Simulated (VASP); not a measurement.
Si2W, 3 atoms in the cell. It takes space group I4/mmm (No. 139, tetragonal). Conventional cell: a = 3.212 Å, b = 3.212 Å, c = 7.880 Å, α = 90.00°, β = 90.00°, γ = 90.00°. Within 3.5 Å of Si (site symmetry 4mm) lie 9 Si at 2.62 to 3.21 Å and 5 W at 2.62 Å. W (site symmetry 4/mmm) has 10 Si at 2.62 Å and 4 W at 3.21 Å within 3.5 Å. 

| Quantity | Value |
| --- | --- |
| Program | VASP 6.6.1 |
| Task | single point |
| Functional | PBEsol |
| Potentials or basis | VASP PAW PBE potentials, release 64 (Si, W_sv) |
| Cutoff | 520 eV |
| k mesh | 18 × 18 × 18 |
| Occupations | fermi-dirac, width 0.03 eV |
| Spin | no spin polarisation |
| Dipole correction | no |
| Further INCAR settings | ALGO = Normal; EDIFF = 1e-07; NBANDS = 18 |

Potentials or basis: VASP PAW PBE potentials, release 64 (Si, W_sv).

Run with:

```sh
$ cat potpaw_PBE.64/Si/POTCAR potpaw_PBE.64/W_sv/POTCAR > POTCAR
$ mpirun -np 1 vasp_std > vasp.out
```

Hardware: 1 thread of Intel Xeon 6975P-C (shared host).

Question: How long does it take, and how much memory?

Answer: Run time: 6.7 min on 1 thread of Intel Xeon 6975P-C, with other jobs on the host, peak memory 0.47 GiB. Counts: scf iterations 14, k points 480.
